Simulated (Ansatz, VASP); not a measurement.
# C: VASP beside Ansatz

The input INCAR:

```
SYSTEM = C
PREC = Accurate
ENCUT = 520
EDIFF = 1E-6
ISMEAR = -1
SIGMA = 0.1
LREAL = .False.
LASPH = .True.
NELM = 60
ALGO = Normal
ISIF = 2
LWAVE = .False.
LCHARG = .False.
GGA = CA
NBANDS = 8
```

The input KPOINTS:

```
regular mesh
0
Gamma
  22 22 22
  0 0 0
```

File POSCAR:

```
C
1.0
   -0.9357100977      0.9357100977      0.9357100977
    0.9357100977     -0.9357100977      0.9357100977
    0.9357100977      0.9357100977     -0.9357100977
C
1
Direct
    0.0000000000      0.0000000000      0.0000000000
```

Input for Ansatz:

```yaml
crystal:
  lattice:
    - [-0.9357100977, 0.9357100977, 0.9357100977]
    - [0.9357100977, -0.9357100977, 0.9357100977]
    - [0.9357100977, 0.9357100977, -0.9357100977]
  atoms:
    - { symbol: C, position: [0.0, 0.0, 0.0] }
kpoints:
  mp_grid: { grid: [22, 22, 22] }
scf:
  occupations: { method: fermi_dirac, width: 0.1 }
hamiltonian:
  xc: lda
  pseudopotentials: { kind: all_electron, lapw: { basis_error: 0.001 } }
output:
  forces: true
  stress: true
  eigenvalues: true
  populations: true
```

Change from the starting cell: volume scaled by 0.52, LAPW.

Alike in both runs: task single point; functional LDA; k mesh 22 × 22 × 22; occupations fermi-dirac, width 0.1 eV; no spin polarisation.

|  | VASP | Ansatz |
| --- | --- | --- |
| version | VASP 6.6.1 | Ansatz 0.2.0 |
| potentials or method | VASP PAW LDA potentials, release 64 (C), cutoff 520 eV | all-electron LAPW, scalar-relativistic |

```tsv
	VASP	Ansatz	Ansatz less VASP
pressure (GPa)	510.6	508.0	-2.57
```

LDA's correlation is that of Perdew and Zunger in VASP and of Perdew and Wang (1992) in Ansatz. Both programs put the cell under a high pressure, so it lies far from rest at this level. Ansatz ran all-electron here, and VASP with PAW potentials.

Noted on VASP's run: the cell as given lies far from equilibrium.
